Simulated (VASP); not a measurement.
EuO2H2: single point with PBE+U

System: EuO2H2, in a box.

```
Eu O H
1.0
     9.08000    0.00000    0.00000
     0.00000   10.62000    0.00000
     0.00000    0.00000   14.51000
Eu O H
1 2 2
Direct
  0.50479 0.57667 0.49286
  0.49921 0.50880 0.63367
  0.49921 0.48171 0.36069
  0.49559 0.46140 0.68984
  0.49559 0.42373 0.31013
```

| Quantity | Value |
| --- | --- |
| Program | VASP 6.6.1 |
| Task | single point |
| Functional | PBE |
| Potentials or basis | VASP PAW PBE potentials, release 64 (Eu, O, H) |
| Cutoff | 520 eV |
| k mesh | 1 × 1 × 1 |
| Occupations | gaussian, width 0.01 eV |
| Spin | non-collinear spin, typed start, spin-orbit coupling |
| Starting moments | [[0.0, 0.0, 7.0], [0.0, 0.0, 0.0], [0.0, 0.0, 0.0], [0.0, 0.0, 0.0], [0.0, 0.0, 0.0]] μB |
| Hubbard terms | Eu f U = 5.0 eV |
| Dipole correction | no |
| Further INCAR settings | ALGO = Normal; EDIFF = 1e-07; NBANDS = 46 |

The largest force is 0.548 eV/Å. The net moment is 6.96 μB per cell. The valence electrons inside the program's atomic spheres are Eu 15.03; O 5.10; H 0.77.

Forces on the atoms (eV/Å):
```
Eu   0.006  0.062  0.007
O    0.013  0.208 -0.507
O    0.013  0.270  0.462
H   -0.016 -0.247  0.351
H   -0.016 -0.292 -0.313
```

Moments on the atoms (μB; x, y, z):
```
Eu   0.00  0.00  6.71
O    0.00  0.00 -0.03
O    0.00  0.00 -0.03
H    0.00  0.00  0.00
H    0.00  0.00  0.00
```

Run time: 21 min on 1 thread of Intel(R) Xeon(R) 6975P-C (Granite Rapids) (shared host), peak memory 3.5 GiB.

The state reached can hang on the start; a lower one may exist.
